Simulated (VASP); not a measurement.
Here is a VASP 6.6.1 calculation.

INCAR

```
SYSTEM = Ga4As4N
PREC = Accurate ; ENCUT = 520
EDIFF = 1E-6 ; ISMEAR = 0
SIGMA = 0.05 ; LREAL = Auto
LASPH = .True. ; NELM = 80
ALGO = Normal ; ISIF = 2
LWAVE = .False. ; LCHARG = .False.
LDIPOL = .True. ; IDIPOL = 3
DIPOL = 0.5 0.5 0.297 ; GGA = PE
IVDW = 12 ; NBANDS = 92
```

File KPOINTS:

```
regular mesh
0
Gamma
  6 6 1
  0 0 0
```

POSCAR

```
Ga4As4N
1.0
    8.0267120225      0.0000000000      0.0000000000
   -4.0133560112      6.9513365203      0.0000000000
    0.0000000000      0.0000000000     22.6407100769
As Ga N
8 8 2
Direct
    0.0000000000      0.0000000000      0.1766729041
    0.0000000000      0.5000000000      0.1766729041
    0.5000000000      0.0000000000      0.1766729041
    0.5000000000      0.5000000000      0.1766729041
    0.1666666667      0.3333333333      0.3302634061
    0.1666666667      0.8333333333      0.3302634061
    0.6666666667      0.3333333333      0.3302634061
    0.6666666667      0.8333333333      0.3302634061
    0.1666666667      0.3333333333      0.2128565248
    0.1666666667      0.8333333333      0.2128565248
    0.6666666667      0.3333333333      0.2128565248
    0.6666666667      0.8333333333      0.2128565248
    0.3333333333      0.1666666667      0.3595607227
    0.3333333333      0.6666666667      0.3595607227
    0.8333333333      0.1666666667      0.3595607227
    0.8333333333      0.6666666667      0.3595607227
    0.5000000000      0.5000000000      0.4876485781
    0.5000000000      0.5000000000      0.5362336268
```

Potentials or basis: VASP PAW PBE potentials, release 64 (As, Ga_d, N).

Launch:

```bash
$ cat potpaw_PBE.64/As/POTCAR potpaw_PBE.64/Ga_d/POTCAR potpaw_PBE.64/N/POTCAR > POTCAR
$ mpirun -np 1 vasp_std > vasp.out
```

(1) Estimate the band gap on the k mesh.

(2) Estimate the dispersion energy per atom.

## Answers

(1) 0.02 eV (least direct gap 0.07 eV).

(2) -0.193 eV.

Caveat: the standard files for N, O and F lose accuracy on very short bonds; semilocal functionals underestimate gaps, and a narrow one can read as zero.
